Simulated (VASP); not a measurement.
A run of VASP 6.6.1 is set up as follows.

INCAR

```
PREC     = Accurate       # precision mode
ENCUT    = 520            # plane-wave cutoff, eV
EDIFF    = 1E-7           # SCF threshold, eV
ISMEAR   = 0              # smearing method
SIGMA    = 0.05           # smearing width, eV
LREAL    = False          # projectors in reciprocal space
LASPH    = True           # aspherical terms in the spheres
NELM     = 80             # most SCF steps
ALGO     = Normal         # electronic algorithm
ISIF     = 2              # what is computed and relaxed
LWAVE    = False          # write WAVECAR
LCHARG   = False          # write CHGCAR
GGA      = PE             # functional
IVDW     = 12             # dispersion correction
NBANDS   = 11             # bands
```

File KPOINTS:

```
regular mesh
0
Gamma
  12 12 12
```

The input POSCAR:

```
BN
1.0
    0.0000000000      3.3394821895      2.1688319106
    1.2538424675      0.0000000000      2.1688319106
    1.2538424675      3.3394821895      0.0000000000
B N
1 1
Direct
    0.0001068737      0.0001068737      0.9998931263
    0.7069374139      0.7069374139      0.2930625861
```

Potentials or basis: VASP PAW PBE potentials, release 64 (B, N).

Command:

```bash
$ cat potpaw_PBE.64/B/POTCAR potpaw_PBE.64/N/POTCAR > POTCAR
$ mpirun -np 1 vasp_std > vasp.out
```

What does it give for the dispersion energy per atom?

-0.140 eV.

Predict the band gap on the k mesh.

2.20 eV, indirect (least direct gap 3.78 eV).

Stress tensor (GPa, compression positive):
```
-7.33  0.00  0.00
 0.00 -0.06  0.00
 0.00  0.00 49.57
```

Caveat: the cell differs from its parent crystal (all N atoms moved +0.175 Å, as atom 2 along Cartesian [0 0 1]); forces of over 1 eV/Å act on the atoms, so gaps and moduli don't describe the material at rest. A k mesh can miss the band edges.
